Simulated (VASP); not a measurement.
# InOsF (P4/nmm) in VASP: single point with r2SCAN

Aim: the single point of InOsF with r2SCAN.

Everything below comes from runs of VASP 6.6.1. Logs are shortened: lines on timing, memory, paths and dates and some standing lists are left out, and cuts for length are marked.

**1. The cell of the first run**

It takes space group P4/nmm (No. 129, tetragonal). Conventional cell: a = 3.696 Å, b = 3.696 Å, c = 6.711 Å, α = 90.00°, β = 90.00°, γ = 90.00°. Os (site symmetry 4mm) has 4 F at 2.26 Å and 4 In at 2.81 Å within 3.0 Å. Within 3.0 Å of F (site symmetry -4m2) lie 4 Os at 2.26 Å and 4 F at 2.61 Å and 4 In at 2.99 Å. Within 3.7 Å of In (site symmetry 4mm) lie 6 Os at 2.81 to 3.66 Å and 4 F at 2.99 Å and 8 In at 3.30 to 3.70 Å.

**2. Single point, r2SCAN**

POSCAR reads:

```
InOsF
1.0
    3.6961120000      0.0000000000      0.0000000000
    0.0000000000      3.6961120000      0.0000000000
    0.0000000000      0.0000000000      6.7113610000
Os F In
2 2 2
Direct
    0.0000000000      0.5000000000      0.1950000000
    0.5000000000      0.0000000000      0.8050000000
    0.0000000000      0.0000000000      0.0000000000
    0.5000000000      0.5000000000      0.0000000000
    0.0000000000      0.5000000000      0.6500000000
    0.5000000000      0.0000000000      0.3500000000
```

INCAR.step1 reads:

```
SYSTEM = InOsF
ALGO = Normal ; EDIFF = 1E-4
ENCUT = 520 ; GGA = PE
ISMEAR = 1 ; LASPH = .True.
LCHARG = .False. ; LREAL = .False.
LWAVE = .True. ; NBANDS = 37
NELM = 100 ; PREC = Accurate
SIGMA = 0.0638
```

INCAR.step2 reads:

```
SYSTEM = InOsF
ALGO = Normal ; EDIFF = 1E-6
ENCUT = 520 ; ISIF = 2
ISMEAR = 1 ; ISTART = 1
LASPH = .True. ; LCHARG = .False.
LMIXTAU = .True. ; LREAL = .False.
LWAVE = .False. ; METAGGA = R2SCAN
NBANDS = 37 ; NELM = 100
PREC = Accurate ; SIGMA = 0.0638
```

KPOINTS reads:

```
k-points
0
Gamma
  7 7 4
  0 0 0
```

Potentials or basis: VASP PAW PBE potentials, release 64 (Os, F, In_d).

The run is started by

```
$ cat potpaw_PBE.64/Os/POTCAR potpaw_PBE.64/F/POTCAR potpaw_PBE.64/In_d/POTCAR > POTCAR
$ cp INCAR.step1 INCAR
$ mpirun -np 1 vasp_std > vasp.out
$ cp INCAR.step2 INCAR
$ mpirun -np 1 vasp_std > vasp.out
```

OUTCAR:

```text
SYSTEM = InOsF
   EDIFF = 1E-6
   ENCUT = 520
   ISIF = 2
   ISMEAR = 1
   ISTART = 1
   LASPH = .True.
   LREAL = .False.
   METAGGA = R2SCAN
   NELM = 100
   PREC = Accurate

 ion  position               nearest neighbor table
   1  0.000  0.500  0.195-   3 2.26   4 2.26   3 2.26   4 2.26   6 2.81   6 2.81   6 2.81   6 2.81
                             5 3.05   5 3.66
   2  0.500  0.000  0.805-   3 2.26   4 2.26   4 2.26   3 2.26   5 2.81   5 2.81   5 2.81   5 2.81
                             6 3.05   6 3.66
   3  0.000  0.000  0.000-   1 2.26   2 2.26   1 2.26   2 2.26
   4  0.500  0.500  0.000-   1 2.26   2 2.26   2 2.26   1 2.26
   5  0.000  0.500  0.650-   2 2.81   2 2.81   2 2.81   2 2.81   1 3.05   6 3.30   6 3.30   6 3.30
                             6 3.30   1 3.66
   6  0.500  0.000  0.350-   1 2.81   1 2.81   1 2.81   1 2.81   2 3.05   5 3.30   5 3.30   5 3.30
                             5 3.30   2 3.66

  LATTYP: Found a simple tetragonal cell.
 ALAT       =     3.6961120000
 C/A-ratio  =     1.8157894025

  Lattice vectors:

 A1 = (   3.6961120000,   0.0000000000,   0.0000000000)
 A2 = (   0.0000000000,   3.6961120000,   0.0000000000)
 A3 = (   0.0000000000,   0.0000000000,   6.7113610000)

Analysis of symmetry for initial positions (statically):
=====================================================================
 Subroutine PRICEL returns:
 Original cell was already a primitive cell.

 Routine SETGRP: Setting up the symmetry group for a
 simple tetragonal supercell.

 Subroutine GETGRP returns: Found 16 space group operations
 (whereof  8 operations were pure point group operations)
 out of a pool of 16 trial point group operations.

The static configuration has the point symmetry D_2d.
 The point group associated with its full space group is D_4h.

Analysis of symmetry for dynamics (positions and initial velocities):
=====================================================================
 Subroutine PRICEL returns:
 Original cell was already a primitive cell.

 Routine SETGRP: Setting up the symmetry group for a
 simple tetragonal supercell.

 Subroutine GETGRP returns: Found 16 space group operations
 (whereof  8 operations were pure point group operations)
 out of a pool of 16 trial point group operations.

The dynamic configuration has the point symmetry D_2d.
 The point group associated with its full space group is D_4h.

 Subroutine INISYM returns: Found 16 space group operations
 (whereof  8 operations are pure point group operations),
 and found     1 'primitive' translations

[... 105 lines left out ...]
   NSW    =      0    number of steps for IOM
   IBRION =     -1    ionic relax: 0-MD 1-quasi-New 2-CG
   NFREE  =      0    steps in history (QN), initial steepest desc. (CG)
   ISIF   =      2    stress and relaxation
   ISYM   =      2    0-nonsym 1-usesym 2-fastsym
   POTIM  = 0.5000    time-step for ionic-motion
   TEBEG  =    0.0;   TEEND  =   0.0 temperature during run
   PSTRESS=    0.0 pullay stress
   NELECT =      56.0000    total number of electrons
   NUPDOWN=      -1.0000    fix difference up-down
   EMIN   =  10.00;   EMAX   =-10.00  energy-range for DOS
   EFERMI =   0.00;   METHOD = LEGACY
   ISMEAR =     1;   SIGMA  =   0.06  broadening in eV -4-tet -1-fermi 0-gaus
   EFERMI_NEDOS =   21; number of points for ismear=-14 and -15
   IALGO  =     38    algorithm
   IMIX   =      4    mixing-type and parameters
     AMIX     =   0.40;   BMIX     =  1.00
     AMIX_MAG =   1.60;   BMIX_MAG =  1.00
  volume/ion in A,a.u.               =      15.28       103.12
  Fermi-wavevector in a.u.,A,eV,Ry     =   1.389005  2.624839 26.250205  1.929336
  Thomas-Fermi vector in A             =   2.513077
   LORBIT       =      0    0 simple, 1 ext, 2 COOP (PROOUT), +10 PAW based schemes
   METAGGA = R2SCAN    functional components
   LHFCALC =     F    Hartree Fock is set to
   AEXX    =    0.0000 exact exchange contribution
   IVDW    =     0    specifies the selected vdW correction
   LEPSILON=     F    determine dielectric tensor
   LRPA    =     F    only Hartree local field effects (RPA)
 non-spin polarized calculation
 Methfessel and Paxton  Order N= 1 SIGMA  =   0.06
  energy-cutoff  :      520.00
  volume of cell :       91.69
 maximum number of plane-waves:      2488
 NGX is ok and might be reduce to    28
   NGX = 13   NGY = 13   NGZ = 25

 number of electron      56.0000000 magnetization

 Free energy of the ion-electron system (eV)
  ---------------------------------------------------
  ext. energy  EPLUGINS =         0.00000000
  ---------------------------------------------------
  free energy    TOTEN  =      -155.78815440 eV

  energy without entropy =     -155.78912891  energy(sigma->0) =     -155.78847924

 E-fermi :   7.6832     XC(G=0): -12.6863

 val. band max:        7.6764201817   @ k =   0.4286   0.0000   0.2500
 cond. band min:       7.6900933447   @ k =   0.4286   0.4286   0.0000
 fundamental gap:      0.0136731630
 Fermi energy:         7.6832221741

 k-point     1 :       0.0000    0.0000    0.0000
  band No.  band energies     occupation
      1     -20.2164      2.00000
      2     -19.4625      2.00000
      3      -7.2572      2.00000
      4      -7.1868      2.00000
      5      -7.1561      2.00000
      6      -7.1561      2.00000
[... 949 lines left out ...]
     36      15.3671      0.00000
     37      16.1687      0.00000

 [... further k-points ...]

------------------------ aborting loop because EDIFF is reached ----------------------------------------

  FORCE on cell =-STRESS in cart. coord.  units (eV):
  Direction    XX          YY          ZZ          XY          YZ          ZX
  --------------------------------------------------------------------------------------
  -------------------------------------------------------------------------------------
  Total       -1.1549590     -1.1549590      7.5562302      0.0000000      0.0000000      0.0000000
  in kB      -20.1825620    -20.1825620    132.0428589      0.0000000      0.0000000      0.0000000
  external PRESSURE =      30.5592450 kB  Pullay stress =       0.0000000 kB

 VOLUME and BASIS-vectors are now :
 -----------------------------------------------------------------------------
  energy-cutoff  :      520.00
  volume of cell :       91.69
      direct lattice vectors                 reciprocal lattice vectors
     3.696112000  0.000000000  0.000000000     0.270554572  0.000000000  0.000000000
     0.000000000  3.696112000  0.000000000     0.000000000  0.270554572  0.000000000
     0.000000000  0.000000000  6.711361000     0.000000000  0.000000000  0.149001074

 POSITION                                       TOTAL-FORCE (eV/Angst)
 -----------------------------------------------------------------------------------
      0.00000      1.84806      1.30872         0.000000      0.000000      3.097317
      1.84806      0.00000      5.40265        -0.000000      0.000000     -3.097317
      0.00000      0.00000      0.00000        -0.000000     -0.000000      0.000000
      1.84806      1.84806      0.00000        -0.000000      0.000000      0.000000
      0.00000      1.84806      4.36238        -0.000000      0.000000     -1.251347
      1.84806      0.00000      2.34898         0.000000      0.000000      1.251347
 -----------------------------------------------------------------------------------
    total drift:                                0.000000      0.000000      0.000000

  FREE ENERGIE OF THE ION-ELECTRON SYSTEM (eV)
  ---------------------------------------------------
  free  energy   TOTEN  =      -155.7881544047 eV

  energy  without entropy=     -155.7891289144  energy(sigma->0) =     -155.78847924
```

OSZICAR.step1:

```text
N       E                     dE             d eps       ncg     rms          rms(c)
DAV:   1     0.653810219509E+03    0.65381E+03   -0.26145E+04  2225   0.198E+03
DAV:   2     0.763710522308E+02   -0.57744E+03   -0.55327E+03  2245   0.552E+02
DAV:   3    -0.240494716810E+02   -0.10042E+03   -0.95460E+02  2657   0.216E+02
DAV:   4    -0.307375301532E+02   -0.66881E+01   -0.65185E+01  2701   0.573E+01
DAV:   5    -0.309374510056E+02   -0.19992E+00   -0.19949E+00  2745   0.108E+01    0.183E+01
DAV:   6    -0.293364822857E+02    0.16010E+01   -0.87996E+00  2912   0.174E+01    0.818E+00
DAV:   7    -0.290033811558E+02    0.33310E+00   -0.18181E+00  3012   0.121E+01    0.710E+00
DAV:   8    -0.289545298811E+02    0.48851E-01   -0.34044E-01  2580   0.316E+00    0.118E+00
DAV:   9    -0.289423617301E+02    0.12168E-01   -0.63320E-02  3030   0.215E+00    0.661E-01
DAV:  10    -0.289426444436E+02   -0.28271E-03   -0.68132E-03  2541   0.676E-01    0.616E-01
DAV:  11    -0.289425746397E+02    0.69804E-04   -0.85120E-04  2679   0.210E-01
   1 F= -.28942575E+02 E0= -.28941969E+02  d E =-.181740E-02
```

Run time: 2.6 min. Hardware: 1 thread of Intel Xeon 6975P-C (Granite Rapids), shared host; peak memory 0.25 GiB.

What came out:

| Property | Result |
| --- | --- |
| Free energy | -155.7882 eV |
| Pressure | 3.1 GPa |
| Largest force | 3.097 eV/Å |
| Band gap on the k mesh | zero (band 28 reaches 7.96 eV, above the bottom of band 29 at 7.29 eV) |

Forces in eV/Å, atoms in the order of the input:
```
Os   0.000  0.000  3.097
Os   0.000  0.000 -3.097
F    0.000  0.000  0.000
F    0.000  0.000  0.000
In   0.000  0.000 -1.251
In   0.000  0.000  1.251
```

Caveat: the PAW data sets were made with another functional, which shifts forces and pressure a little; spin-orbit coupling is left out, which moves the levels of the heavy elements.
